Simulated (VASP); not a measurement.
# Rh (Fm-3m) in VASP: further runs

The runs below take Rh through single point, relaxation of cell and atoms, with PBE.

All numbers are computed with VASP 6.6.1; they aren't measurements. Logs are shortened: lines on timing, memory, paths and dates and some standing lists are left out, and cuts for length are marked.

### Step 1. The cell of the first run

It takes space group Fm-3m (No. 225, cubic). Conventional cell: a = 3.830 Å, b = 3.830 Å, c = 3.830 Å, α = 90.00°, β = 90.00°, γ = 90.00°. Within 3.6 Å of Rh (site symmetry m-3m) lie 12 Rh at 2.71 Å.

### Step 2. Single point, PBE

INCAR

```
PREC = Accurate ; ENCUT = 520
EDIFF = 1E-6 ; ISMEAR = 0
SIGMA = 0.1 ; LREAL = F
LASPH = T ; NELM = 60
ALGO = Normal ; ISIF = 2
LWAVE = F ; LCHARG = F
GGA = PE ; NBANDS = 14
```

KPOINTS

```
regular mesh
0
Gamma
  24 24 24
```

POSCAR

```
Rh
1.0
    0.0000000000      1.9148761397      1.9148761397
    1.9148761397      0.0000000000      1.9148761397
    1.9148761397      1.9148761397      0.0000000000
Rh
1
Direct
    0.0000000000      0.0000000000      0.0000000000
```

Potentials or basis: VASP PAW PBE potentials, release 64 (Rh_pv).

Command:

```
$ cat potpaw_PBE.64/Rh_pv/POTCAR > POTCAR
$ mpirun -np 1 vasp_std > vasp.out
```

OUTCAR:

```text
PREC = Accurate
   ENCUT = 520
   EDIFF = 1E-6
   ISMEAR = 0
   LREAL = F
   LASPH = T
   NELM = 60
   ISIF = 2
   GGA = PE

 ion  position               nearest neighbor table
   1  0.000  0.000  0.000-

  LATTYP: Found a face centered cubic cell.
 ALAT       =     3.8297522794

  Lattice vectors:

 A1 = (   0.0000000000,   1.9148761397,   1.9148761397)
 A2 = (   1.9148761397,   0.0000000000,   1.9148761397)
 A3 = (   1.9148761397,   1.9148761397,   0.0000000000)

Analysis of symmetry for initial positions (statically):
=====================================================================
 Subroutine PRICEL returns:
 Original cell was already a primitive cell.

 Routine SETGRP: Setting up the symmetry group for a
 face centered cubic supercell.

 Subroutine GETGRP returns: Found 48 space group operations
 (whereof 48 operations were pure point group operations)
 out of a pool of 48 trial point group operations.

The static configuration has the point symmetry O_h .

Analysis of symmetry for dynamics (positions and initial velocities):
=====================================================================
 Subroutine PRICEL returns:
 Original cell was already a primitive cell.

 Routine SETGRP: Setting up the symmetry group for a
 face centered cubic supercell.

 Subroutine GETGRP returns: Found 48 space group operations
 (whereof 48 operations were pure point group operations)
 out of a pool of 48 trial point group operations.

The dynamic configuration has the point symmetry O_h .

 Subroutine INISYM returns: Found 48 space group operations
 (whereof 48 operations are pure point group operations),
 and found     1 'primitive' translations

----------------------------------------------------------------------------------------

                                     Primitive cell

  volume of cell :      14.0427

  direct lattice vectors                    reciprocal lattice vectors
     0.000000000  1.914876140  1.914876140    -0.261113494  0.261113494  0.261113494
     1.914876140  0.000000000  1.914876140     0.261113494 -0.261113494  0.261113494
     1.914876140  1.914876140  0.000000000     0.261113494  0.261113494 -0.261113494

  length of vectors
     2.708043807  2.708043807  2.708043807     0.452261839  0.452261839  0.452261839

  position of ions in fractional coordinates (direct lattice)
     0.000000000  0.000000000  0.000000000

  ion indices of the primitive-cell ions
   primitive index   ion index
                 1           1

----------------------------------------------------------------------------------------

 KPOINTS: regular mesh

Automatic generation of k-mesh.
 Grid dimensions read from file:
 generate k-points for:   24   24   24

 Generating k-lattice:

  Cartesian coordinates                     Fractional coordinates (reciprocal lattice)
    -0.010879729  0.010879729  0.010879729     0.041666667  0.000000000  0.000000000
     0.010879729 -0.010879729  0.010879729     0.000000000  0.041666667  0.000000000
     0.010879729  0.010879729 -0.010879729     0.000000000  0.000000000  0.041666667

  Length of vectors
     0.018844243  0.018844243  0.018844243

  Shift w.r.t. Gamma in fractional coordinates (k-lattice)
     0.000000000  0.000000000  0.000000000

 Subroutine IBZKPT returns following result:
 ===========================================

 Found    413 irreducible k-points:

 Following reciprocal coordinates:
            Coordinates               Weight
  0.000000  0.000000  0.000000      1.000000
  0.041667  0.000000  0.000000      8.000000
  0.083333  0.000000  0.000000      8.000000
  0.125000  0.000000  0.000000      8.000000
  0.166667  0.000000  0.000000      8.000000
  0.208333  0.000000  0.000000      8.000000
[... 16 lines left out ...]
  0.416667  0.041667  0.000000     24.000000
  0.458333  0.041667  0.000000     24.000000
 [... further k-points ...]
   k-points           NKPTS =    413   k-points in BZ     NKDIM =    413   number of bands    NBANDS=     14
   number of dos      NEDOS =    301   number of ions     NIONS =      1
   total plane-waves  NPLWV =   8000
   dimension x,y,z NGX =    20 NGY =   20 NGZ =   20
   dimension x,y,z NGXF=    40 NGYF=   40 NGZF=   40
   ions per type =               1
   NGX,Y,Z   is equivalent  to a cutoff of  12.28, 12.28, 12.28 a.u.
   NGXF,Y,Z  is equivalent  to a cutoff of  24.56, 24.56, 24.56 a.u.
 SYSTEM =  unknown system
   PREC   = accura    normal or accurate (medium, high low for compatibility)
   ISTART =      0    job   : 0-new  1-cont  2-samecut
   ICHARG =      2    charge: 1-file 2-atom 10-const
   ISPIN  =      1    spin polarized calculation?
   LNONCOLLINEAR =      F non collinear calculations
   LSORBIT =      F    spin-orbit coupling
   LASPH  =      T    aspherical Exc in radial PAW
   ENCUT  =  520.0 eV  38.22 Ry    6.18 a.u.   5.04  5.04  5.04*2*pi/ulx,y,z
   NELM   =     60;   NELMIN=  2; NELMDL= -5     # of ELM steps
   EDIFF  = 0.1E-05   stopping-criterion for ELM
   LREAL  =      F    real-space projection
   EDIFFG = 0.1E-04   stopping-criterion for IOM
   NSW    =      0    number of steps for IOM
   IBRION =     -1    ionic relax: 0-MD 1-quasi-New 2-CG
   NFREE  =      0    steps in history (QN), initial steepest desc. (CG)
   ISIF   =      2    stress and relaxation
   ISYM   =      2    0-nonsym 1-usesym 2-fastsym
   POTIM  = 0.5000    time-step for ionic-motion
   TEBEG  =    0.0;   TEEND  =   0.0 temperature during run
   PSTRESS=    0.0 pullay stress
   NELECT =      15.0000    total number of electrons
   NUPDOWN=      -1.0000    fix difference up-down
   EMIN   =  10.00;   EMAX   =-10.00  energy-range for DOS
   EFERMI =   0.00;   METHOD = LEGACY
   ISMEAR =     0;   SIGMA  =   0.10  broadening in eV -4-tet -1-fermi 0-gaus
   EFERMI_NEDOS =   21; number of points for ismear=-14 and -15
   IALGO  =     38    algorithm
   IMIX   =      4    mixing-type and parameters
     AMIX     =   0.40;   BMIX     =  1.00
     AMIX_MAG =   1.60;   BMIX_MAG =  1.00
  volume/ion in A,a.u.               =      14.04        94.77
  Fermi-wavevector in a.u.,A,eV,Ry     =   1.673483  3.162424 38.103720  2.800544
  Thomas-Fermi vector in A             =   2.758446
   LORBIT       =      0    0 simple, 1 ext, 2 COOP (PROOUT), +10 PAW based schemes
   GGA     = PE    functional components
   LHFCALC =     F    Hartree Fock is set to
   AEXX    =    0.0000 exact exchange contribution
   IVDW    =     0    specifies the selected vdW correction
   LEPSILON=     F    determine dielectric tensor
   LRPA    =     F    only Hartree local field effects (RPA)
 non-spin polarized calculation
 Gauss-broadening in eV      SIGMA  =   0.10
  energy-cutoff  :      520.00
  volume of cell :       14.04
 maximum number of plane-waves:       391
   NGX =  9   NGY =  9   NGZ =  9

 number of electron      15.0000003 magnetization

 Free energy of the ion-electron system (eV)
  ---------------------------------------------------
  ext. energy  EPLUGINS =         0.00000000
  ---------------------------------------------------
  free energy    TOTEN  =        -7.26210550 eV

  energy without entropy =       -7.25603309  energy(sigma->0) =       -7.25906929

 E-fermi :  11.5135     XC(G=0): -13.8962

 val. band max:       11.5130963559   @ k =   0.3333   0.1250   0.0000
 cond. band min:      11.5138157464   @ k =   0.4167   0.0833   0.0417
 fundamental gap:      0.0007193905
 Fermi energy:        11.5134691865

 k-point     1 :       0.0000    0.0000    0.0000
  band No.  band energies     occupation
      1     -34.8297      2.00000
      2     -34.8297      2.00000
      3     -34.8297      2.00000
      4       3.7159      2.00000
      5       8.5379      2.00000
      6       8.5379      2.00000
      7       8.5379      2.00000
      8      10.5541      2.00000
      9      10.5541      2.00000
     10      27.5285      0.00000
     11      32.1027      0.00000
     12      32.8696      0.00000
     13      32.8696      0.00000
     14      32.8696      0.00000

 k-point     2 :       0.0417    0.0000    0.0000
  band No.  band energies     occupation
      1     -34.8416      2.00000
      2     -34.8313      2.00000
      3     -34.8313      2.00000
      4       3.7849      2.00000
      5       8.5072      2.00000
      6       8.5649      2.00000
      7       8.5649      2.00000
      8      10.5388      2.00000
      9      10.5388      2.00000
     10      27.6273      0.00000
     11      32.1008      0.00000
     12      32.4537      0.00000
     13      32.9685      0.00000
     14      32.9685      0.00000

 k-point     3 :       0.0833    0.0000    0.0000
  band No.  band energies     occupation
      1     -34.8766      2.00000
      2     -34.8360      2.00000
      3     -34.8360      2.00000
      4       3.9873      2.00000
      5       8.4237      2.00000
      6       8.6404      2.00000
      7       8.6404      2.00000
      8      10.4999      2.00000
      9      10.4999      2.00000
     10      27.9054      0.00000
     11      31.4822      0.00000
     12      32.1038      0.00000
     13      33.2596      0.00000
     14      33.2596      0.00000
[... 324 lines left out ...]
 k-point    23 :       0.4167    0.0417    0.0000
  band No.  band energies     occupation
      1     -35.4468      2.00000
      2     -34.9225      2.00000
      3     -34.9189      2.00000
      4       5.7018      2.00000
      5       8.5063      2.00000
      6       8.6167      2.00000
      7      10.6040      2.00000
      8      11.8785      0.00000
      9      12.1066      0.00000
     10      21.5741      0.00000
     11      27.5188      0.00000
     12      32.1022      0.00000
     13      32.9246      0.00000
     14      33.5318      0.00000

 k-point    24 :       0.4583    0.0417    0.0000
  band No.  band energies     occupation
      1     -35.4860      2.00000
      2     -34.9266      2.00000
      3     -34.9263      2.00000
      4       5.6521      2.00000
      5       8.4444      2.00000
      6       8.5489      2.00000
      7      11.1168      2.00000
      8      12.0263      0.00000
      9      12.6215      0.00000
     10      20.5330      0.00000
     11      27.2449      0.00000
     12      32.1018      0.00000
     13      32.5799      0.00000
     14      32.8621      0.00000

 [... further k-points ...]
[... 5 lines left out ...]
  --------------------------------------------------------------------------------------
  -------------------------------------------------------------------------------------
  Total        0.0155819      0.0155819      0.0155819      0.0000000     -0.0000000      0.0000000
  in kB        1.7777871      1.7777871      1.7777871      0.0000000     -0.0000000      0.0000000
  external PRESSURE =       1.7777871 kB  Pullay stress =       0.0000000 kB

 VOLUME and BASIS-vectors are now :
 -----------------------------------------------------------------------------
  energy-cutoff  :      520.00
  volume of cell :       14.04
      direct lattice vectors                 reciprocal lattice vectors
     0.000000000  1.914876140  1.914876140    -0.261113494  0.261113494  0.261113494
     1.914876140  0.000000000  1.914876140     0.261113494 -0.261113494  0.261113494
     1.914876140  1.914876140  0.000000000     0.261113494  0.261113494 -0.261113494

 POSITION                                       TOTAL-FORCE (eV/Angst)
 -----------------------------------------------------------------------------------
      0.00000      0.00000      0.00000         0.000000      0.000000      0.000000
 -----------------------------------------------------------------------------------
    total drift:                                0.000000      0.000000      0.000000

  FREE ENERGIE OF THE ION-ELECTRON SYSTEM (eV)
  ---------------------------------------------------
  free  energy   TOTEN  =        -7.2621054998 eV

  energy  without entropy=       -7.2560330860  energy(sigma->0) =       -7.25906929
```

Run time: 60 s. Hardware: 1 thread of Intel Xeon 8259CL, shared host; peak memory 0.19 GiB.

Results:

* Free energy: -7.2621 eV
* Pressure: 0.2 GPa
* Band gap on the k mesh: zero (an odd number of electrons rules out a gap without spin polarisation)

### Step 3. Relaxation of cell and atoms, PBE

This run uses another cell than the first one, of 13.72 Å³/atom.

INCAR

```
ALGO     = Normal         # electronic algorithm
EDIFF    = 1E-6           # SCF threshold, eV
EDIFFG   = -0.003         # ionic threshold
ENCUT    = 600            # plane-wave cutoff, eV
GGA      = PE             # functional
IBRION   = 2              # ionic algorithm
ISIF     = 3              # what is computed and relaxed
ISMEAR   = 0              # smearing method
LASPH    = True           # aspherical terms in the spheres
LCHARG   = False          # write CHGCAR
LREAL    = False          # projectors in reciprocal space
LWAVE    = False          # write WAVECAR
NELM     = 100            # most SCF steps
NSW      = 80             # ionic steps
PREC     = Accurate       # precision mode
SIGMA    = 0.1            # smearing width, eV
```

KPOINTS

```
k-points
0
Gamma
  24 24 24
```

POSCAR

```
Rh
1.0
    0.0000000000      1.9000000000      1.9000000000
    1.9000000000      0.0000000000      1.9000000000
    1.9000000000      1.9000000000      0.0000000000
Rh
1
Direct
    0.0000000000      0.0000000000      0.0000000000
```

Potentials or basis: VASP PAW PBE potentials, release 64 (Rh_pv).

Command:

```
$ cat potpaw_PBE.64/Rh_pv/POTCAR > POTCAR
$ mpirun -np 1 vasp_std > vasp.out
```

Wall time 2.9 min (1 thread of Intel Xeon 8259CL, shared host); peak memory 0.21 GiB.

It converged, with:

- Free energy: -7.2618 eV
- Relaxed volume: 14.04 Å³/atom
- Relaxed cell: a = 2.708 Å, b = 2.708 Å, c = 2.708 Å, α = 60.00°, β = 60.00°, γ = 60.00°
- Space group after relaxing (to 0.1 Å): Fm-3m (No. 225)
- Energy gained by relaxing: 6.1 meV/atom
- Ionic steps: 4
- Pressure after relaxing: 0.0 GPa
- Band gap on the k mesh: zero (an odd number of electrons rules out a gap without spin polarisation)

Step by step:
```
step  energy change (eV)  largest force (eV/Å)  pressure (GPa)  volume (Å³)
   1              0.0000                0.0000            6.31        13.72
   2              0.0251                0.0000          -12.15        14.82
   3             -0.0061                0.0000           -0.07        14.04
   4             -0.0061                0.0000            0.03        14.04
```

Final structure:
```
Rh
1.0
     0.00000    1.91464    1.91464
     1.91464    0.00000    1.91464
     1.91464    1.91464    0.00000
Rh
1
Direct
  0.00000 0.00000 0.00000
```

Levels at points of the mesh, in eV from the Fermi level:
```csv
k point,band 5,band 6,band 7,band 8,band 9,band 10
"(0.00, 0.00, 0.00)",-2.98,-2.98,-2.98,-0.96,-0.96,16.01
"(0.50, 0.00, 0.00)",-3.05,-3.05,0.55,0.55,0.76,8.43
"(0.50, 0.50, 0.00)",-5.76,0.52,0.95,0.95,3.24,12.01
```
